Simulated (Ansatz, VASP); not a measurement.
## One calculation of AlIn2Sb3, two programs

```xyz
6
Lattice="5.3660 0.0000 0.0000 -2.6830 4.6471 0.0000 0.0000 0.0000 6.3873" Properties=species:S:1:pos:R:3 pbc="T T T"
Al    0.0000    0.0000    0.0000
In    2.6830    1.5490    1.5718
In    2.6830    1.5490    4.8154
Sb    0.0000    0.0000    3.1936
Sb    0.0000    3.0981    0.0000
Sb    0.0000    3.0981    3.1936
```

Change from the starting cell: species swapped into the Ce2CuGe3 type (P-6m2, No. 187).

Alike in both runs: functional PBE; k mesh 6 × 6 × 4; occupations gaussian, width 0.1 eV; no spin polarisation.

Ansatz relaxed the structure, and its values are those at the end. VASP's run is a single point on that final structure, the one shown.

|  | VASP | Ansatz |
| --- | --- | --- |
| version | VASP 6.6.1 | Ansatz 0.2.0 |
| potentials or method | VASP PAW PBE potentials, release 64 (Al, In_d, Sb), cutoff 520 eV | scalar-relativistic, plane waves, PAW |
| valence electrons in the cell | 44 | 74 |

VASP gave:

```
gap on the k mesh at the Fermi level (eV) : none
pressure (GPa)                            : -0.2
```

Q: Estimate Ansatz's values.

A: gap on the k mesh at the Fermi level (eV): none; pressure (GPa): -0.1.

A gap of «none» marks a metal or a gap that the smearing closes. The functional is the same, so the differences come from potentials, cutoffs and numerics. VASP's potentials hold 44 valence electrons a cell and Ansatz's 74, so a difference there can come from the potentials and not from the codes.

Neither program's run includes spin-orbit coupling.
